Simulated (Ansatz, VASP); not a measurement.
# Al9N in VASP and in Ansatz

INCAR

```
ALGO     = Normal         # electronic algorithm
DIPOL    = 0.5 0.5 0.301
EDIFF    = 1E-7           # SCF threshold, eV
ENCUT    = 520            # plane-wave cutoff, eV
GGA      = PE             # functional
IDIPOL   = 3            
ISIF     = 2              # what is computed and relaxed
ISMEAR   = 0              # smearing method
LASPH    = T              # aspherical terms in the spheres
LCHARG   = F              # write CHGCAR
LDIPOL   = T            
LREAL    = Auto         
LWAVE    = F              # write WAVECAR
NBANDS   = 48             # bands
NELM     = 80             # most SCF steps
PREC     = Accurate       # precision mode
SIGMA    = 0.1            # smearing width, eV
```

Contents of KPOINTS:

```
k-points
0
Gamma
  5 3 1
```

POSCAR

```
Al9N
1.0
    5.7070863110      0.0000000000      0.0000000000
   -1.4267715777      9.7014842372      0.0000000000
    0.0000000000      0.0000000000     22.7903703877
Al N
18 2
Direct
    0.2662216041      0.0648864163      0.1755127245
    0.7662216041      0.0648864163      0.1755127245
    0.3354806058      0.3419224231      0.2192029851
    0.8354806058      0.3419224231      0.2192029851
    0.1493324061      0.5973296244      0.2279410371
    0.6493324061      0.5973296244      0.2279410371
    0.4631842064      0.8527368258      0.2366790893
    0.9631842064      0.8527368258      0.2366790893
    0.0319772075      0.1277109158      0.2808262501
    0.5319772075      0.1277109158      0.2808262501
    0.0997917578      0.4042231245      0.3301071117
    0.5997917578      0.4042231245      0.3301071117
    0.4144000538      0.6596656467      0.3369822073
    0.9144000538      0.6596656467      0.3369822073
    0.2263076930      0.9110819227      0.3449259125
    0.7263076930      0.9110819227      0.3449259125
    0.2962427187      0.1814071959      0.3857054641
    0.7962427187      0.1814071959      0.3857054641
    0.3146665420      0.9110819227      0.4769720809
    0.6379488439      0.9110819227      0.4769720809
```

Input for Ansatz:

```yaml
crystal:
  lattice:
    - [5.707086311, 0.0, 0.0]
    - [-1.4267715777, 9.7014842372, 0.0]
    - [0.0, 0.0, 22.7903703877]
  atoms:
    - { symbol: Al, position: [0.2662216041, 0.0648864163, 0.1755127245] }
    - { symbol: Al, position: [0.7662216041, 0.0648864163, 0.1755127245] }
    - { symbol: Al, position: [0.3354806058, 0.3419224231, 0.2192029851] }
    - { symbol: Al, position: [0.8354806058, 0.3419224231, 0.2192029851] }
    - { symbol: Al, position: [0.1493324061, 0.5973296244, 0.2279410371] }
    - { symbol: Al, position: [0.6493324061, 0.5973296244, 0.2279410371] }
    - { symbol: Al, position: [0.4631842064, 0.8527368258, 0.2366790893] }
    - { symbol: Al, position: [0.9631842064, 0.8527368258, 0.2366790893] }
    - { symbol: Al, position: [0.0319772075, 0.1277109158, 0.2808262501] }
    - { symbol: Al, position: [0.5319772075, 0.1277109158, 0.2808262501] }
    - { symbol: Al, position: [0.0997917578, 0.4042231245, 0.3301071117] }
    - { symbol: Al, position: [0.5997917578, 0.4042231245, 0.3301071117] }
    - { symbol: Al, position: [0.4144000538, 0.6596656467, 0.3369822073] }
    - { symbol: Al, position: [0.9144000538, 0.6596656467, 0.3369822073] }
    - { symbol: Al, position: [0.226307693, 0.9110819227, 0.3449259125] }
    - { symbol: Al, position: [0.726307693, 0.9110819227, 0.3449259125] }
    - { symbol: Al, position: [0.2962427187, 0.1814071959, 0.3857054641] }
    - { symbol: Al, position: [0.7962427187, 0.1814071959, 0.3857054641] }
    - { symbol: "N", position: [0.314666542, 0.9110819227, 0.4769720809] }
    - { symbol: "N", position: [0.6379488439, 0.9110819227, 0.4769720809] }
basis:
  ecutwfc: 420
kpoints:
  mp_grid: { grid: [5, 3, 1] }
hamiltonian:
  xc: pbe
  pseudopotentials: { kind: paw, azcp: { folder: soft_1 } }
scf:
  occupations: { method: gaussian, width: 0.1 }
output:
  forces: true
  eigenvalues: true
efield:
  axis: 3
  dipole_correction: true
  ramp_width: 0.04
```

Alike in both runs: task single point; functional PBE; k mesh 5 × 3 × 1; occupations gaussian, width 0.1 eV; no spin polarisation.

|  | VASP | Ansatz |
| --- | --- | --- |
| version | VASP 6.6.1 | Ansatz 0.2.0 |
| potentials or method | VASP PAW PBE potentials, release 64 (Al, N), cutoff 520 eV | scalar-relativistic, plane waves, PAW |
| valence electrons in the cell | 64 | 64 |

```csv
,VASP,Ansatz,Ansatz less VASP
gap on the k mesh at the Fermi level (eV),none,none,-
rms of the force components (eV/Å),1.532,1.536,+0.0044
```

Atom by atom the forces differ by 0.005 eV/Å (rms over components). A gap of «none» marks a metal or a gap that the smearing closes. With one functional, cell and mesh, what is left measures potentials, basis and numerics.
